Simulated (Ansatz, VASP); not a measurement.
## Mo in VASP and in Ansatz

```
Mo
1.0
    -1.56465    1.56465    1.60377
     1.56465   -1.56465    1.60377
     1.56465    1.56465   -1.60377
Mo
1
Cartesian
  0.0000 0.0000 0.0000
```

Change from the starting cell: strain +0.000 along x and y, +0.025 along z, atoms carried along.

Alike in both runs: task single point; functional PBEsol; k mesh 26 × 26 × 26; occupations gaussian, width 0.15 eV; no spin polarisation.

|  | VASP | Ansatz |
| --- | --- | --- |
| version | VASP 6.6.1 | Ansatz 0.2.0 |
| potentials or method | VASP PAW PBE potentials, release 64 (Mo_sv), cutoff 520 eV | scalar-relativistic, plane waves, PAW |
| valence electrons in the cell | 14 | 14 |

```csv
,VASP,Ansatz,Ansatz less VASP
gap on the k mesh at the Fermi level (eV),none,none,-
pressure (GPa),-5.9,-6.4,-0.52
"traceless stress, the component that is largest in VASP (GPa)",-5.00,-5.00,0.000
```

VASP's potentials were made for PBE, not for PBEsol. A gap of «none» marks a metal or a gap that the smearing closes. The functional is the same, so the differences come from potentials, cutoffs and numerics.
